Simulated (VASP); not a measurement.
CdTe3:

```
CELL_PARAMETERS angstrom
0.00000 5.28827 5.28827
5.28827 0.00000 5.28827
5.28827 5.28827 0.00000
ATOMIC_POSITIONS crystal
Cd 0.25000 0.25000 0.25000
Cd 0.75000 0.75000 0.75000
Te 0.84953 0.15047 0.15047
Te 0.15047 0.84953 0.84953
Te 0.15047 0.84953 0.15047
Te 0.84953 0.15047 0.84953
Te 0.15047 0.15047 0.84953
Te 0.84953 0.84953 0.15047
```

The cell was generated, and may not be a known phase.

```yaml
Program: VASP 6.6.1
Task: relaxation of cell and atoms
Functional: PBE
Potentials_or_basis: VASP PAW PBE potentials, release 64 (Cd, Te)
Cutoff: 600 eV
k_mesh: 4 × 4 × 4
Occupations: gaussian, width 0.1 eV
Spin: no spin polarisation
```

At the start: pressure 67.5 GPa; volume 36.97 Å³/atom.

**Question.** Where does the relaxation end?

**Answer.** Over 36 steps the energy falls by 5490.1 meV/atom and the volume is 28.44 Å³/atom (-23.1 %); space group Fm-3m (No. 225, to 0.1 Å) before, Pm-3m (No. 221, to 0.1 Å).

The path:
| step | energy change (eV) | largest force (eV/Å) | pressure (GPa) | volume (Å³) |
| --- | --- | --- | --- | --- |
| 1 | 0.0000 | 40.0737 | 67.53 | 295.78 |
| 2 | -25.2718 | 1.2329 | -4.49 | 1590.17 |
| 3 | -28.5335 | 1.1460 | -2.94 | 1387.51 |
| 4 | -29.3960 | 1.1064 | -2.37 | 1296.18 |
| 5 | -30.3031 | 1.0315 | -1.58 | 1113.59 |
| 6 | -32.3054 | 0.4774 | -2.90 | 617.16 |
| 7 | -37.0116 | 0.6670 | -5.35 | 436.97 |
| 8 | -40.4200 | 0.6770 | -5.45 | 361.80 |
| 9 | -41.6905 | 0.1625 | -3.91 | 327.68 |
| 10 | -42.0002 | 0.2927 | -2.35 | 311.46 |
| 11 | -42.0327 | 0.5959 | -1.29 | 303.55 |
| 12 | -42.0340 | 0.5400 | -1.48 | 304.87 |
| 13 | -42.0340 | 0.5478 | -1.47 | 304.69 |
| 14 | -42.2132 | 0.7710 | -1.05 | 292.64 |
| 15 | -42.6841 | 1.4777 | 0.94 | 258.40 |
| 16 | -42.1208 | 2.3264 | 12.58 | 198.14 |
| 17 | -42.7406 | 1.8785 | 3.20 | 239.97 |
| 18 | -42.7419 | 2.0270 | 4.63 | 230.25 |
| 19 | -42.7796 | 2.0001 | 4.73 | 228.79 |
| 20 | -42.8809 | 1.9157 | 5.08 | 224.43 |
| 21 | -43.0167 | 1.6959 | 6.09 | 215.89 |
| 22 | -42.9270 | 1.2117 | 9.59 | 199.45 |
| 23 | -43.0344 | 1.5455 | 7.13 | 209.87 |
| 24 | -43.1910 | 1.3634 | 6.18 | 211.88 |
| 25 | -43.5469 | 0.8981 | 3.66 | 217.98 |
| 26 | -43.8464 | 0.2825 | -0.07 | 230.52 |
| 27 | -43.8546 | 0.2160 | -0.56 | 232.66 |
| 28 | -43.8552 | 0.1973 | -0.70 | 233.33 |
| 29 | -43.8618 | 0.1894 | -0.62 | 232.71 |
| 30 | -43.8788 | 0.1681 | -0.40 | 230.85 |
| 31 | -43.9004 | 0.1295 | 0.13 | 227.16 |
| 32 | -43.8898 | 0.0581 | 1.43 | 219.90 |
| 33 | -43.9051 | 0.1054 | 0.54 | 224.60 |
| 34 | -43.9142 | 0.0661 | 0.28 | 225.55 |
| 35 | -43.9206 | 0.0124 | -0.23 | 227.67 |
| 36 | -43.9206 | 0.0147 | -0.21 | 227.56 |

Final structure:
```xyz
8
Lattice="0.0000 4.8457 4.8457 4.8457 0.0000 4.8457 4.8457 4.8457 0.0000" Properties=species:S:1:pos:R:3 pbc="T T T"
Cd    2.4228    2.4228    2.4228
Cd    7.2685    7.2685    7.2685
Te    2.4087    4.8457    4.8457
Te    7.2826    4.8457    4.8457
Te    4.8457    2.4087    4.8457
Te    4.8457    7.2826    4.8457
Te    4.8457    4.8457    2.4087
Te    4.8457    4.8457    7.2826
```

Caveat: the volume moved by over 15 % at a fixed basis, so the end points are rough.
